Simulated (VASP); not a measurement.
WS2: relaxation of cell and atoms with PBE

The system is WS2.

```
W S
1.0
     3.15281    0.00000    0.00000
    -1.57641    2.73042    0.00000
     0.00000    0.00000   14.28201
W S
2 4
Cartesian
  1.5764 0.9101 10.7115
  0.0000 1.8203 3.5705
  0.0000 1.8203 12.3046
  1.5764 0.9101 5.1636
  0.0000 1.8203 9.1185
  1.5764 0.9101 1.9774
```

```json
{
  "Program": "VASP 6.6.1",
  "Task": "relaxation of cell and atoms",
  "Functional": "PBE",
  "Potentials or basis": "VASP PAW PBE potentials, release 64 (W_sv, S)",
  "Cutoff": "600 eV",
  "k mesh": "12 × 12 × 2",
  "Occupations": "gaussian, width 0.02 eV",
  "Spin": "no spin polarisation",
  "Dipole correction": "no",
  "Further INCAR settings": "ALGO = Normal; EDIFF = 1e-07; IBRION = 2; EDIFFG = -0.01; NSW = 80; ISIF = 3"
}
```

| Property | Result |
| --- | --- |
| Relaxed volume | 20.77 Å³/atom |
| Relaxed cell | a = 3.188 Å, b = 3.188 Å, c = 14.163 Å, α = 90.00°, β = 90.00°, γ = 120.00° |
| Space group after relaxing (to 0.1 Å) | P6_3/mmc (No. 194) |
| Energy gained by relaxing | 4.5 meV/atom |
| Ionic steps | 5 |
| Pressure after relaxing | 0.0 GPa |
| Largest force after relaxing | 0.008 eV/Å |
| Band gap on the k mesh | 1.56 eV (least direct gap 1.79 eV) |

Forces in eV/Å, atoms in the order of the input:
```
W    0.000  0.000  0.000
W    0.000  0.000  0.000
S    0.000  0.000 -0.008
S    0.000  0.000 -0.008
S    0.000  0.000  0.008
S    0.000  0.000  0.008
```

The path:
| step | energy change (eV) | largest force (eV/Å) | pressure (GPa) | volume (Å³) |
| --- | --- | --- | --- | --- |
| 1 | 0.0000 | 0.1866 | 1.06 | 122.95 |
| 2 | -0.0252 | 0.0508 | -0.69 | 125.36 |
| 3 | -0.0267 | 0.0785 | -0.37 | 124.89 |
| 4 | -0.0251 | 0.1338 | 0.80 | 124.18 |
| 5 | -0.0273 | 0.0079 | 0.02 | 124.65 |

Final structure:
```cif
data_structure
_symmetry_space_group_name_H-M 'P 1'
_symmetry_Int_Tables_number 1
_cell_length_a 3.1878
_cell_length_b 3.1878
_cell_length_c 14.1634
_cell_angle_alpha 90.000
_cell_angle_beta 90.000
_cell_angle_gamma 120.000
_cell_volume 124.65
loop_
_atom_site_label
_atom_site_type_symbol
_atom_site_fract_x
_atom_site_fract_y
_atom_site_fract_z
_atom_site_occupancy
W1 W 0.66667 0.33333 0.75000 1
W2 W 0.33333 0.66667 0.25000 1
S1 S 0.33333 0.66667 0.86094 1
S2 S 0.66667 0.33333 0.36094 1
S3 S 0.33333 0.66667 0.63906 1
S4 S 0.66667 0.33333 0.13906 1
```

Levels at points of the mesh, in eV from the valence-band top:
| k point | band 23 | band 24 | band 25 | band 26 | band 27 | band 28 | band 29 | band 30 |
| --- | --- | --- | --- | --- | --- | --- | --- | --- |
| (0.00, 0.00, 0.00) | -1.87 | -1.87 | -0.56 | 0.00 | 2.61 | 2.61 | 2.61 | 2.61 |
| (0.50, 0.00, 0.00) | -1.55 | -1.52 | -1.20 | -1.17 | 2.57 | 2.58 | 2.97 | 3.06 |
| (0.00, 0.00, 0.50) | -1.87 | -1.87 | -0.23 | -0.23 | 2.61 | 2.61 | 2.61 | 2.61 |
| (0.50, 0.00, 0.50) | -1.54 | -1.54 | -1.19 | -1.19 | 2.58 | 2.58 | 3.02 | 3.02 |

Run time: 14 min on 1 thread of Intel(R) Xeon(R) Platinum 8259CL CPU @ 2.50GHz (Skylake/Cascade Lake), on a shared host, peak memory 0.39 GiB.

Caveat: spin-orbit coupling is left out, which moves the levels of the heavy elements; this functional lacks dispersion, which binds the layers, so the pressure and a relaxed spacing across them are unreliable. A k mesh can miss the band edges.
